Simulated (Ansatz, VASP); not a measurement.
One calculation of H20CO9, two programs

```xyz
30
Lattice="6.7460 0.0000 0.0000 0.0000 6.7460 0.0000 0.0000 0.0000 6.7460" Properties=species:S:1:pos:R:3 pbc="T T T"
O     0.8768    2.8169    2.3780
O     2.6778    4.8247    2.7339
O     5.7397    3.8003    4.2298
O     4.9291    5.6012   -0.7090
O     1.9278    1.3903    4.2655
O     4.7487   -0.2024    2.7222
O     3.1716    3.5977    4.8883
O    -0.1375    5.6342    1.2487
O     4.0622    1.0916    0.5944
H     1.5646    3.5248    2.2458
H     0.1143    3.2996    2.7846
H     1.9282    5.4503    2.7792
H     2.7749    4.3838    3.6806
H     6.2554    3.1910    4.7939
H     5.6018    4.6271    4.7983
H     4.1482    5.0166   -0.5705
H     5.5788    5.4959    0.0903
H     2.6737    0.8383    3.9538
H     1.5146    1.8506    3.4434
H     4.4044    0.3585    1.9459
H     4.0754   -0.9426    2.7631
H     2.6826    2.7078    4.7987
H     4.1143    3.4403    4.5845
H    -0.8040    6.0314    1.9576
H     0.4702    6.3439    0.9664
H     4.6128    2.7864    1.5888
H     4.3948    0.4325   -0.0804
H     5.9295    2.0791    0.6183
H     4.5498    2.9495   -0.1865
C     4.8368    2.2713    0.6371
```

Alike in both runs: functional LDA; k mesh 1 × 1 × 1; occupations fermi-dirac, width 0.05 eV; no spin polarisation.

Ansatz relaxed the structure, and its values are those at the end. VASP's run is a single point on that final structure, the one shown.

|  | VASP | Ansatz |
| --- | --- | --- |
| version | VASP 6.6.1 | Ansatz 0.2.0 |
| potentials or method | VASP PAW LDA potentials, release 64 (O, H, C), cutoff 520 eV | scalar-relativistic, plane waves, PAW |
| valence electrons in the cell | 78 | 78 |

|  | VASP | Ansatz | Ansatz less VASP |
| --- | --- | --- | --- |
| rms of the force components (eV/Å) | 0.085 | 0.064 | -0.0211 |

LDA's correlation is that of Perdew and Zunger in VASP and of Perdew and Wang (1992) in Ansatz.
